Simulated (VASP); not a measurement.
**Co: single point with r2SCAN**

Co:

```
Co
1.0
     1.23986    0.71584    6.04653
    -1.23986    0.71584    6.04653
     0.00000   -1.43167    6.04653
Co
3
Direct
  0.00000 0.00000 0.00000
  0.22259 0.22259 0.22259
  0.77741 0.77741 0.77741
```

| Property | Result |
| --- | --- |
| Program | VASP 6.6.1 |
| Task | single point |
| Functional | r2SCAN |
| Potentials or basis | VASP PAW PBE potentials, release 64 (Co) |
| Cutoff | 520 eV |
| k mesh | 9 × 9 × 9 |
| Occupations | gaussian, width 0.1 eV |
| Spin | collinear spin, ferromagnetic start |
| Starting moments | [2.27, 2.29, 2.29] μB |
| Dipole correction | no |
| Further INCAR settings | ALGO = Normal; EDIFF = 1e-07; NBANDS = 24 |

The pressure is -0.3 GPa and the largest force is 0.044 eV/Å. The net moment is 5.46 μB per cell. The site moments are Co +1.88 μB. The valence electrons inside the program's atomic spheres are Co 8.32, 8.31 (each value once).

Forces in eV/Å, atoms in the order of the input:
```
Co   0.000  0.000  0.000
Co   0.000  0.000 -0.044
Co   0.000  0.000  0.044
```

Stress tensor (GPa, compression positive):
```
-0.27  0.00  0.00
 0.00 -0.27  0.00
 0.00  0.00 -0.46
```

Levels at points of the mesh, in eV from the Fermi level:
Spin up:
| k point | band 14 | band 15 | band 16 | band 17 | band 18 | band 19 |
| --- | --- | --- | --- | --- | --- | --- |
| (0.00, 0.00, 0.00) | -2.80 | -2.03 | -2.03 | -1.83 | -1.83 | 11.08 |
Spin down:
```csv
k point,band 9,band 10,band 11,band 12,band 13,band 14
"(0.00, 0.00, 0.00)",-0.90,-0.90,-0.81,-0.81,0.37,0.37
```

Wall time 63 min on 1 thread of AMD EPYC 7R43 64-Core Processor (Zen 3), with other jobs on the host, peak memory 0.47 GiB.

Caveat: the PAW data sets were made with another functional, which shifts forces and pressure a little.
